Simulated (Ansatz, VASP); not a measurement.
## Two plane-wave programs on La3N2

```
La N
1.0
    -2.43174    2.43174    6.25146
     2.43174   -2.43174    6.25146
     2.43174    2.43174   -6.25146
La N
3 2
Direct
  0.75000 0.25000 0.50000
  0.25000 0.75000 0.50000
  0.50000 0.50000 0.00000
  0.31007 0.31007 0.00000
  0.68993 0.68993 0.00000
```

Alike in both runs: functional PBE; k mesh 4 × 4 × 4; occupations gaussian, width 0.1 eV; no spin polarisation.

Ansatz relaxed the structure, and its values are those at the end. VASP's run is a single point on that final structure, the one shown.

|  | VASP | Ansatz |
| --- | --- | --- |
| version | VASP 6.6.1 | Ansatz 0.2.0 |
| potentials or method | VASP PAW PBE potentials, release 64 (La, N), cutoff 520 eV | scalar-relativistic, plane waves, PAW |
| valence electrons in the cell | 43 | 43 |

Ansatz gave:

```
gap on the k mesh at the Fermi level (eV) : none
pressure (GPa)                            : 0.0
rms of the force components (eV/Å)        : 0.001
```

What did VASP give for the same quantities?

gap on the k mesh at the Fermi level (eV): none; pressure (GPa): -0.1; rms of the force components (eV/Å): 0.003.

A gap of «none» marks a metal or a gap that the smearing closes.

The k mesh is coarse, so the values compare programs but aren't converged. Neither program's run includes spin-orbit coupling.
